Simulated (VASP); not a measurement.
Wanted: the native input for a VASP 6.6.1 run.

* Task: single point
* Functional: PBE
* Potentials or basis: VASP PAW PBE potentials, release 64 (Zn, O)
* Cutoff: 520 eV
* k mesh: 12 × 12 × 4
* Occupations: gaussian, width 0.1 eV
* Spin: collinear spin, ferromagnetic start
* Starting moments: [0.0, 1.58, 1.58, 1.58, 1.58, 1.58] μB
* Dipole correction: no
* Further INCAR settings: ALGO = Normal; EDIFF = 1e-06; NBANDS = 34

The structure of ZnO5 lies in POSCAR:

```
ZnO5
1.0
    3.1352845722      0.0000000000      0.0000000000
   -1.5676422861      2.7152360876      0.0000000000
    0.0000000000      0.0000000000     10.4617053669
Zn O
1 5
Direct
    0.0000000000      0.0000000000      0.0000000000
    0.6666666667      0.3333333333      0.1000595312
    0.0000000000      0.0000000000      0.3837500814
    0.6666666667      0.3333333333      0.5000000000
    0.0000000000      0.0000000000      0.6162499186
    0.6666666667      0.3333333333      0.8999404688
```

The cell was built from a structure type or drawn by symmetry, and may not be a known phase.

The input as run:

INCAR

```
SYSTEM = ZnO5
  ALGO = Normal
  EDIFF = 1E-6
  ENCUT = 520
  GGA = PE
  ISIF = 2
  ISMEAR = 0
  ISPIN = 2
  LASPH = .TRUE.
  LCHARG = .FALSE.
  LORBIT = 11
  LREAL = .FALSE.
  LWAVE = .FALSE.
  MAGMOM = 0 1.58 1.58 1.58 1.58 1.58
  NBANDS = 34
  NELM = 150
  PREC = Accurate
  SIGMA = 0.1
```

KPOINTS

```
k-points
0
G
  12 12 4
  0 0 0
```

Potentials or basis: VASP PAW PBE potentials, release 64 (Zn, O).

Launch:

```console
$ cat potpaw_PBE.64/Zn/POTCAR potpaw_PBE.64/O/POTCAR > POTCAR
$ mpirun -np 1 vasp_std > vasp.out
```

It gave:

```yaml
Pressure: 0.1 GPa
Largest_force: 0.056 eV/Å
Band_gap_on_the_k_mesh: zero (filled and empty bands overlap)
Net_moment: 7.99 μB per cell
Site_moments: Zn +0.05; O +0.83, +1.71, +1.63 (each value once) μB
Valence_electrons_inside_the_program's_atomic_spheres: Zn 10.69; O 4.80, 4.54, 4.62 (each value once)
```

Caveat: semilocal functionals underestimate gaps, so a narrow gap can read as zero.

Wall time 5.8 min on 1 thread of Intel(R) Xeon(R) Platinum 8488C (Sapphire Rapids), on a shared host, peak memory 0.4 GiB.
